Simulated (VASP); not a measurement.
Set up this calculation in VASP 6.6.1, as the native input.

```yaml
Task: single point
Functional: PBE
Potentials_or_basis: VASP PAW PBE potentials, release 64 (Hf_pv, Si, O)
Cutoff: 520 eV
k_mesh: 4 × 4 × 4
Occupations: gaussian, width 0.1 eV
Spin: no spin polarisation
Dipole_correction: no
Further_INCAR_settings: ALGO = Normal; EDIFF = 1e-06; NBANDS = 28
```

The structure of HfSiO4 lies in POSCAR:

```
HfSiO4
1.0
    0.0000000000      3.2878825000      3.2878825000
    3.2878825000      0.0000000000      3.2878825000
    3.2878825000      3.2878825000      0.0000000000
Hf Si O
1 1 4
Direct
    0.2500000000      0.2500000000      0.2500000000
    0.0000000000      0.0000000000      0.0000000000
    0.6242907000      0.1271278900      0.6242907000
    0.6242907000      0.6242907000      0.1271278900
    0.6242907000      0.6242907000      0.6242907000
    0.1271278900      0.6242907000      0.6242907000
```

One way to write it, as run:

INCAR

```
SYSTEM = HfSiO4
PREC = Accurate
ENCUT = 520
EDIFF = 1E-6
ISMEAR = 0
SIGMA = 0.1
LREAL = .FALSE.
LASPH = .TRUE.
NELM = 80
ALGO = Normal
ISIF = 2
LWAVE = .FALSE.
LCHARG = .TRUE.
GGA = PE
LELF = .TRUE.
LVHAR = .TRUE.
NBANDS = 28
```

KPOINTS

```
regular mesh
0
G
  4 4 4
  0 0 0
```

Potentials or basis: VASP PAW PBE potentials, release 64 (Hf_pv, Si, O).

Launch:

```console
$ cat potpaw_PBE.64/Hf_pv/POTCAR potpaw_PBE.64/Si/POTCAR potpaw_PBE.64/O/POTCAR > POTCAR
$ mpirun -np 1 vasp_std > vasp.out
```

Results of the run:

The pressure is -15.7 GPa, the largest force is 0.141 eV/Å and the band gap on the k mesh is zero (band 19 reaches 5.24 eV, above the bottom of band 20 at 4.54 eV).

Caveat: the k points lie up to 0.41 Å⁻¹ apart; spin-orbit coupling is left out, which moves the levels of the heavy elements.

It took 72 s on 1 thread of AMD EPYC 7R13 (shared host), peak memory 0.18 GiB.
